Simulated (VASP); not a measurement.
# GaP in VASP: single point with PBEsol

Aim: the single point of GaP with PBEsol.

Program: VASP 6.6.1. These are calculated values, not measurements. Logs are shortened: lines on timing, memory, paths and dates and some standing lists are left out, and cuts for length are marked.

## Step 1: The cell of the first run

The cell holds a slab with vacuum, 12 atoms: a = 5.438 Å, b = 5.438 Å, c = 31.044 Å, α = 90.00°, β = 90.00°, γ = 90.00°.

## Step 2: Single point, PBEsol

Input file INCAR:

```
PREC = Accurate
ENCUT = 520
EDIFF = 1E-6
ISMEAR = 0
SIGMA = 0.1
LREAL = F
LASPH = T
NELM = 60
ALGO = Fast
ISIF = 2
LWAVE = F
LCHARG = F
LDIPOL = T
IDIPOL = 3
DIPOL = 0.5 0.5 0.364
GGA = PS
NBANDS = 66
```

Input file KPOINTS:

```
regular mesh
0
Gamma
  7 7 1
```

Input file POSCAR:

```
GaP
1.0
    5.4384501876      0.0000000000      0.0000000000
    0.0000000000      5.4384501876      0.0000000000
    0.0000000000      0.0000000000     31.0443136287
P Ga
6 6
Direct
    0.2548263256      0.2451736744      0.2572784051
    0.7451736744      0.7548263256      0.2572784051
    0.7641584480      0.2641584480      0.3474003735
    0.2358415520      0.7358415520      0.3474003735
    0.2798664491      0.2201335509      0.4373617584
    0.7201335509      0.7798664491      0.4373617584
    0.5000000000      0.0000000000      0.2998021939
    0.0000000000      0.5000000000      0.2967237099
    0.0000000000      0.0000000000      0.3906822530
    0.5000000000      0.5000000000      0.3906822530
    0.5000000000      0.0000000000      0.4959115700
    0.0000000000      0.5000000000      0.4085070351
```

Potentials or basis: VASP PAW PBE potentials, release 64 (P, Ga_d).

On the command line:

```
> cat potpaw_PBE.64/P/POTCAR potpaw_PBE.64/Ga_d/POTCAR > POTCAR
> mpirun -np 1 vasp_std > vasp.out
```

OUTCAR:

```text
PREC = Accurate
   ENCUT = 520
   EDIFF = 1E-6
   ISMEAR = 0
   LREAL = F
   LASPH = T
   NELM = 60
   ISIF = 2
   GGA = PS

 ion  position               nearest neighbor table
   1  0.255  0.245  0.257-   7 2.30   8 2.31
   2  0.745  0.755  0.257-   7 2.30   8 2.31
   3  0.764  0.264  0.347-   9 2.35  10 2.35   8 2.40   7 2.51  12 2.62
   4  0.236  0.736  0.347-   9 2.35  10 2.35   8 2.40   7 2.51  12 2.62
   5  0.280  0.220  0.437-  12 2.33  10 2.42   9 2.42  11 2.48
   6  0.720  0.780  0.437-  12 2.33  10 2.42   9 2.42  11 2.48
   7  0.500  0.000  0.300-   1 2.30   2 2.30   3 2.51   4 2.51
   8  0.000  0.500  0.297-   1 2.31   2 2.31   3 2.40   4 2.40
   9  0.000  0.000  0.391-   3 2.35   4 2.35   5 2.42   6 2.42  12 2.77  12 2.77
  10  0.500  0.500  0.391-   3 2.35   4 2.35   5 2.42   6 2.42  12 2.77  12 2.77
  11  0.500  0.000  0.496-   5 2.48   6 2.48
  12  0.000  0.500  0.409-   5 2.33   6 2.33   3 2.62   4 2.62   9 2.77  10 2.77   9 2.77  10 2.77

  LATTYP: Found a simple tetragonal cell.
 ALAT       =     5.4384501876
 C/A-ratio  =     5.7083015488

  Lattice vectors:

 A1 = (   5.4384501876,   0.0000000000,   0.0000000000)
 A2 = (   0.0000000000,   5.4384501876,   0.0000000000)
 A3 = (   0.0000000000,   0.0000000000,  31.0443136287)

Analysis of symmetry for initial positions (statically):
=====================================================================
 Subroutine PRICEL returns:
 Original cell was already a primitive cell.

 Routine SETGRP: Setting up the symmetry group for a
 simple tetragonal supercell.

 Subroutine GETGRP returns: Found  4 space group operations
 (whereof  2 operations were pure point group operations)
 out of a pool of 16 trial point group operations.

The static configuration has the point symmetry C_2 .
 The point group associated with its full space group is C_2v.

Analysis of symmetry for dynamics (positions and initial velocities):
=====================================================================
 Subroutine PRICEL returns:
 Original cell was already a primitive cell.

 Routine SETGRP: Setting up the symmetry group for a
 simple tetragonal supercell.

 Subroutine GETGRP returns: Found  4 space group operations
 (whereof  2 operations were pure point group operations)
 out of a pool of 16 trial point group operations.

The dynamic configuration has the point symmetry C_2 .
 The point group associated with its full space group is C_2v.

 Subroutine INISYM returns: Found  4 space group operations
 (whereof  2 operations are pure point group operations),
 and found     1 'primitive' translations

----------------------------------------------------------------------------------------

                                     Primitive cell

  volume of cell :     918.1896

  direct lattice vectors                    reciprocal lattice vectors
     5.438450188  0.000000000  0.000000000     0.183875914  0.000000000  0.000000000
     0.000000000  5.438450188  0.000000000     0.000000000  0.183875914  0.000000000
     0.000000000  0.000000000 31.044313629     0.000000000  0.000000000  0.032212018

  length of vectors
     5.438450188  5.438450188 31.044313629     0.183875914  0.183875914  0.032212018

  position of ions in fractional coordinates (direct lattice)
     0.254826326  0.245173674  0.257278405
     0.745173674  0.754826326  0.257278405
     0.764158448  0.264158448  0.347400374
     0.235841552  0.735841552  0.347400374
     0.279866449  0.220133551  0.437361758
     0.720133551  0.779866449  0.437361758
     0.500000000  0.000000000  0.299802194
     0.000000000  0.500000000  0.296723710
     0.000000000  0.000000000  0.390682253
     0.500000000  0.500000000  0.390682253
     0.500000000  0.000000000  0.495911570
     0.000000000  0.500000000  0.408507035

  ion indices of the primitive-cell ions
   primitive index   ion index
                 1           1
                 2           2
                 3           3
                 4           4
                 5           5
                 6           6
                 7           7
                 8           8
                 9           9
                10          10
                11          11
                12          12

----------------------------------------------------------------------------------------

 KPOINTS: regular mesh

Automatic generation of k-mesh.
 Grid dimensions read from file:
 generate k-points for:    7    7    1

 Generating k-lattice:

  Cartesian coordinates                     Fractional coordinates (reciprocal lattice)
     0.026267988  0.000000000  0.000000000     0.142857143  0.000000000  0.000000000
     0.000000000  0.026267988  0.000000000     0.000000000  0.142857143  0.000000000
     0.000000000  0.000000000  0.032212018     0.000000000  0.000000000  1.000000000

  Length of vectors
     0.026267988  0.026267988  0.032212018

  Shift w.r.t. Gamma in fractional coordinates (k-lattice)
     0.000000000  0.000000000  0.000000000

 Subroutine IBZKPT returns following result:
 ===========================================

 Found     16 irreducible k-points:

 Following reciprocal coordinates:
            Coordinates               Weight
  0.000000  0.000000  0.000000      1.000000
  0.142857  0.000000  0.000000      4.000000
  0.285714  0.000000  0.000000      4.000000
  0.428571  0.000000  0.000000      4.000000
  0.142857  0.142857  0.000000      2.000000
 -0.142857  0.142857  0.000000      2.000000
[... 8 lines left out ...]
  0.428571  0.428571  0.000000      2.000000
 -0.428571  0.428571  0.000000      2.000000
   k-points           NKPTS =     16   k-points in BZ     NKDIM =     16   number of bands    NBANDS=     66
   number of dos      NEDOS =    301   number of ions     NIONS =     12
   total plane-waves  NPLWV = 384000
   dimension x,y,z NGX =    40 NGY =   40 NGZ =  240
   dimension x,y,z NGXF=    80 NGYF=   80 NGZF=  480
   ions per type =               6   6
   NGX,Y,Z   is equivalent  to a cutoff of  12.23, 12.23, 12.85 a.u.
   NGXF,Y,Z  is equivalent  to a cutoff of  24.45, 24.45, 25.70 a.u.
 SYSTEM =  unknown system
   PREC   = accura    normal or accurate (medium, high low for compatibility)
   ISTART =      0    job   : 0-new  1-cont  2-samecut
   ICHARG =      2    charge: 1-file 2-atom 10-const
   ISPIN  =      1    spin polarized calculation?
   LNONCOLLINEAR =      F non collinear calculations
   LSORBIT =      F    spin-orbit coupling
   LASPH  =      T    aspherical Exc in radial PAW
   ENCUT  =  520.0 eV  38.22 Ry    6.18 a.u.  10.11 10.11 57.72*2*pi/ulx,y,z
   NELM   =     60;   NELMIN=  2; NELMDL= -5     # of ELM steps
   EDIFF  = 0.1E-05   stopping-criterion for ELM
   LREAL  =      F    real-space projection
   EDIFFG = 0.1E-04   stopping-criterion for IOM
   NSW    =      0    number of steps for IOM
   IBRION =     -1    ionic relax: 0-MD 1-quasi-New 2-CG
   NFREE  =      0    steps in history (QN), initial steepest desc. (CG)
   ISIF   =      2    stress and relaxation
   ISYM   =      2    0-nonsym 1-usesym 2-fastsym
   POTIM  = 0.5000    time-step for ionic-motion
   TEBEG  =    0.0;   TEEND  =   0.0 temperature during run
   PSTRESS=    0.0 pullay stress
   NELECT =     108.0000    total number of electrons
   NUPDOWN=      -1.0000    fix difference up-down
   EMIN   =  10.00;   EMAX   =-10.00  energy-range for DOS
   EFERMI =   0.00;   METHOD = LEGACY
   ISMEAR =     0;   SIGMA  =   0.10  broadening in eV -4-tet -1-fermi 0-gaus
   EFERMI_NEDOS =   21; number of points for ismear=-14 and -15
   IALGO  =     68    algorithm
   IMIX   =      4    mixing-type and parameters
     AMIX     =   0.40;   BMIX     =  1.00
     AMIX_MAG =   1.60;   BMIX_MAG =  1.00
  volume/ion in A,a.u.               =      76.52       516.35
  Fermi-wavevector in a.u.,A,eV,Ry     =   0.802119  1.515784  8.753912  0.643394
  Thomas-Fermi vector in A             =   1.909735
   LORBIT       =      0    0 simple, 1 ext, 2 COOP (PROOUT), +10 PAW based schemes
   GGA     = PS    functional components
   LHFCALC =     F    Hartree Fock is set to
   AEXX    =    0.0000 exact exchange contribution
   IVDW    =     0    specifies the selected vdW correction
   LEPSILON=     F    determine dielectric tensor
   LRPA    =     F    only Hartree local field effects (RPA)
 non-spin polarized calculation
 RMM-DIIS sequential band-by-band and
 Gauss-broadening in eV      SIGMA  =   0.10
  energy-cutoff  :      520.00
  volume of cell :      918.19
 maximum number of plane-waves:     24788
   NGX = 21   NGY = 21   NGZ =115

 dipolmoment           0.000000      0.000000      0.074121 electrons x Angstroem

 number of electron     108.0000100 magnetization

 dipolmoment           0.000000      0.000000     -0.273870 electrons x Angstroem

 Free energy of the ion-electron system (eV)
  ---------------------------------------------------
  ext. energy  EPLUGINS =         0.00000000
  ---------------------------------------------------
  free energy    TOTEN  =       -51.90250310 eV

  energy without entropy =      -51.89139106  energy(sigma->0) =      -51.89694708

 E-fermi :  -2.7350     XC(G=0):  -3.1990

 val. band max:       -2.7636401812   @ k =   0.1429   0.1429   0.0000
 cond. band min:      -2.6135535017   @ k =   0.0000   0.0000   0.0000
 fundamental gap:      0.1500866795
 Fermi energy:        -2.7349667575

 k-point     1 :       0.0000    0.0000    0.0000
  band No.  band energies     occupation
      1     -18.0395      2.00000
      2     -17.9847      2.00000
      3     -17.9089      2.00000
      4     -17.8723      2.00000
      5     -17.8703      2.00000
      6     -17.5975      2.00000
[... 1093 lines left out ...]
     65       1.8261      0.00000
     66       2.1521      0.00000

------------------------ aborting loop because EDIFF is reached ----------------------------------------

 vacuum level on the upper side and lower side of the slab       (xc-potential included)        -0.829         0.819

  FORCE on cell =-STRESS in cart. coord.  units (eV):
  Direction    XX          YY          ZZ          XY          YZ          ZX
  --------------------------------------------------------------------------------------
  -------------------------------------------------------------------------------------
  Total       -0.3330465     -0.3330465      1.0669705     -4.3055119      0.0000000      0.0000000
  in kB       -0.5811431     -0.5811431      1.8617898     -7.5128204      0.0000000      0.0000000
  external PRESSURE =       0.2331679 kB  Pullay stress =       0.0000000 kB

 VOLUME and BASIS-vectors are now :
 -----------------------------------------------------------------------------
  energy-cutoff  :      520.00
  volume of cell :      918.19
      direct lattice vectors                 reciprocal lattice vectors
     5.438450188  0.000000000  0.000000000     0.183875914  0.000000000  0.000000000
     0.000000000  5.438450188  0.000000000     0.000000000  0.183875914  0.000000000
     0.000000000  0.000000000 31.044313629     0.000000000  0.000000000  0.032212018

 POSITION                                       TOTAL-FORCE (eV/Angst)
 -----------------------------------------------------------------------------------
      1.38586      1.33336      7.98703        -0.032799      0.032799     -0.103517
      4.05259      4.10509      7.98703         0.032799     -0.032799     -0.103517
      4.15584      1.43661     10.78481         0.016183      0.016183     -0.178526
      1.28261      4.00184     10.78481        -0.016183     -0.016183     -0.178526
      1.52204      1.19719     13.57760        -0.342673      0.342673     -0.615416
      3.91641      4.24126     13.57760         0.342673     -0.342673     -0.615416
      2.71923      0.00000      9.30715         0.000000      0.000000      0.169904
      0.00000      2.71923      9.21158         0.000000      0.000000      0.146024
      0.00000      0.00000     12.12846         0.000000      0.000000      0.136496
      2.71923      2.71923     12.12846         0.000000      0.000000      0.136496
      2.71923      0.00000     15.39523         0.000000      0.000000      0.651100
      0.00000      2.71923     12.68182         0.000000      0.000000      0.554898
 -----------------------------------------------------------------------------------
    total drift:                               -0.000000     -0.000000     -0.000238

  FREE ENERGIE OF THE ION-ELECTRON SYSTEM (eV)
  ---------------------------------------------------
  free  energy   TOTEN  =       -51.9025031042 eV

  energy  without entropy=      -51.8913910626  energy(sigma->0) =      -51.89694708

 vacuum level on the upper side and lower side of the slab         1.794         3.470
```

Wall time 52 min (1 thread of Oxide Virtual Turin-like, shared host); peak memory 1.2 GiB.

Results:

* Free energy: -51.9025 eV
* Largest force: 0.783 eV/Å
* Band gap on the k mesh: 0.04 eV (least direct gap 0.08 eV)

Forces on the atoms (eV/Å):
```
P   -0.033  0.033 -0.104
P    0.033 -0.033 -0.104
P    0.016  0.016 -0.179
P   -0.016 -0.016 -0.179
P   -0.343  0.343 -0.615
P    0.343 -0.343 -0.615
Ga   0.000  0.000  0.170
Ga   0.000  0.000  0.146
Ga   0.000  0.000  0.136
Ga   0.000  0.000  0.136
Ga   0.000  0.000  0.651
Ga   0.000  0.000  0.555
```

Levels at points of the mesh, in eV from the valence-band top:
```csv
k point,band 50,band 51,band 52,band 53,band 54,band 55,band 56,band 57,band 58,band 59
"(0.00, 0.00, 0.00)",-0.95,-0.79,-0.78,-0.26,0.00,0.19,0.74,1.21,1.66,2.44
```

Caveat: the smearing spreads over this small gap; semilocal functionals underestimate gaps, and a narrow one can read as zero; the PAW data sets were made with another functional, which shifts forces and pressure a little.

The gap in the log of VASP goes by the Fermi energy; the results here count the filled bands.